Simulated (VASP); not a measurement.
Runs of VASP 6.6.1 on Ga3Sb. The structure is that of space group I4/mmm (No. 139), or close to it. The cells are those of the table. 

```tsv
cell	further INCAR settings	gap on the mesh (eV)	pressure (GPa)
a = 5.730 Å, angles 135.1, 135.1, 65.3°, 4 atoms	ALGO = Fast; EDIFF = 1e-06; NBANDS = 30	none	-2.1
a = 5.766 Å, angles 135.1, 135.1, 65.3°, 4 atoms	ALGO = Fast; EDIFF = 1e-06; NBANDS = 30	none	(b)
a = 5.693 Å, angles 135.1, 135.1, 65.3°, 4 atoms	ALGO = Fast; EDIFF = 1e-06; NBANDS = 30	none	-1.4
a = 5.579 Å, angles 135.1, 135.1, 65.3°, 4 atoms	ALGO = Fast; EDIFF = 1e-06; NBANDS = 30	none	1.4
a = 5.655 Å, angles 135.1, 135.1, 65.3°, 4 atoms	ALGO = Fast; EDIFF = 1e-07; NBANDS = 30	none	-0.5
a = 5.540 Å, angles 135.1, 135.1, 65.3°, 4 atoms	ALGO = Fast; EDIFF = 1e-06; NBANDS = 30	none	2.6
a = 5.617 Å, angles 135.1, 135.1, 65.3°, 4 atoms	ALGO = Fast; EDIFF = 1e-06; NBANDS = 30	none	(c)
a = 5.655 Å, angles 135.1, 135.1, 65.3°, 4 atoms	ALGO = Fast; EDIFF = 1e-06; NBANDS = 30	none	(a)
```

Alike in all rows: task single point; level PBE; potentials or basis VASP PAW PBE potentials, release 64 (Sb, Ga_d); no spin polarisation; k mesh 9 × 9 × 9; cutoff (eV) 520; smearing fermi-dirac 0.05 eV.

Estimate the missing entries.

(a) -0.6; (b) -2.7; (c) 0.3.

Caveats: spin-orbit coupling is left out, which moves the levels of the heavy elements.

A k mesh can miss the band edges, and the runs leave out spin-orbit coupling on Ga, Sb.

A gap of «none» marks levels without a gap at the run's occupations.
